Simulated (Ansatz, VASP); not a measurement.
## Two plane-wave programs on Ti

```
CELL_PARAMETERS angstrom
0.00000 2.02493 1.87448
2.02493 0.00000 1.87448
2.02493 2.02493 0.00000
ATOMIC_POSITIONS crystal
Ti 0.00000 0.00000 0.00000
```

Alike in both runs: task single point; functional LDA; k mesh 22 × 22 × 22; occupations gaussian, width 0.15 eV; no spin polarisation.

|  | VASP | Ansatz |
| --- | --- | --- |
| version | VASP 6.6.1 | Ansatz 0.2.0 |
| potentials or method | VASP PAW LDA potentials, release 64 (Ti_sv), cutoff 520 eV | scalar-relativistic, plane waves, PAW |
| valence electrons in the cell | 12 | 12 |

|  | VASP | Ansatz | Ansatz less VASP |
| --- | --- | --- | --- |
| gap on the k mesh at the Fermi level (eV) | none | none | - |
| pressure (GPa) | 5.1 | 5.4 | +0.24 |
| traceless stress, the component that is largest in VASP (GPa) | 1.51 | 1.49 | -0.016 |

Ansatz warns that its potentials were made for another functional, while VASP's fit it. LDA's correlation is that of Perdew and Zunger in VASP and of Perdew and Wang (1992) in Ansatz. A gap of «none» marks a metal or a gap that the smearing closes.
